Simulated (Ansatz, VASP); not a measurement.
**TaN: VASP beside Ansatz**

File INCAR:

```
SYSTEM = TaN
ALGO     = Normal         ! electronic algorithm
EDIFF    = 1E-7           ! SCF threshold, eV
ENCUT    = 520            ! plane-wave cutoff, eV
GGA      = PE             ! functional
ISIF     = 2              ! what is computed and relaxed
ISMEAR   = 0              ! smearing method
LASPH    = .True.         ! aspherical terms in the spheres
LCHARG   = .False.        ! write CHGCAR
LREAL    = .False.        ! projectors in reciprocal space
LWAVE    = .False.        ! write WAVECAR
NBANDS   = 15             ! bands
NELM     = 80             ! most SCF steps
PREC     = Accurate       ! precision mode
SIGMA    = 0.15           ! smearing width, eV
```

The input KPOINTS:

```
k-points
0
Gamma
  18 18 18
  0 0 0
```

Contents of POSCAR:

```
TaN
1.0
    0.0000000000      2.1823877491      2.2595612725
    2.1823877491      0.0000000000      2.2595612725
    2.1823877491      2.1823877491      0.0000000000
Ta N
1 1
Direct
    0.4968326312      0.5031673688      0.5031673688
    0.0409173038     -0.0409173038     -0.0409173038
```

Input for Ansatz:

```yaml
crystal:
  lattice:
    - [0.0, 2.1823877491, 2.2595612725]
    - [2.1823877491, 0.0, 2.2595612725]
    - [2.1823877491, 2.1823877491, 0.0]
  atoms:
    - { symbol: Ta, position: [0.4968326312, 0.5031673688, 0.5031673688] }
    - { symbol: "N", position: [0.0409173038, -0.0409173038, -0.0409173038] }
basis:
  ecutwfc: 520.0
kpoints:
  mp_grid: { grid: [18, 18, 18] }
hamiltonian:
  xc: pbe
  pseudopotentials: { kind: paw, azcp: { folder: soft_1 } }
scf:
  occupations: { method: gaussian, width: 0.15 }
output:
  forces: true
  stress: true
  eigenvalues: true
  write_density: true
  write_potential: true
  elf: true
  volumetric_format: npy
```

Change from the starting cell: mode 4 frozen in at -0.181 Å, strain +e along z and -e/2 along x and y +0.0233.

Alike in both runs: task single point; functional PBE; k mesh 18 × 18 × 18; occupations gaussian, width 0.15 eV; no spin polarisation.

|  | VASP | Ansatz |
| --- | --- | --- |
| version | VASP 6.6.1 | Ansatz 0.2.0 |
| potentials or method | VASP PAW PBE potentials, release 64 (Ta_pv, N), cutoff 520 eV | scalar-relativistic, plane waves, PAW |
| valence electrons in the cell | 16 | 18 |

```tsv
	VASP	Ansatz	Ansatz less VASP
gap on the k mesh at the Fermi level (eV)	none	none	-
pressure (GPa)	9.0	7.9	-1.10
traceless stress, the component that is largest in VASP (GPa)	18.39	18.06	-0.333
rms of the force components (eV/Å)	1.249	1.234	-0.0158
```

Atom by atom the forces differ by 0.016 eV/Å (rms over components). A gap of «none» marks a metal or a gap that the smearing closes. VASP's potentials hold 16 valence electrons a cell and Ansatz's 18, so a difference there can come from the potentials and not from the codes.

Spin-orbit coupling is off throughout.
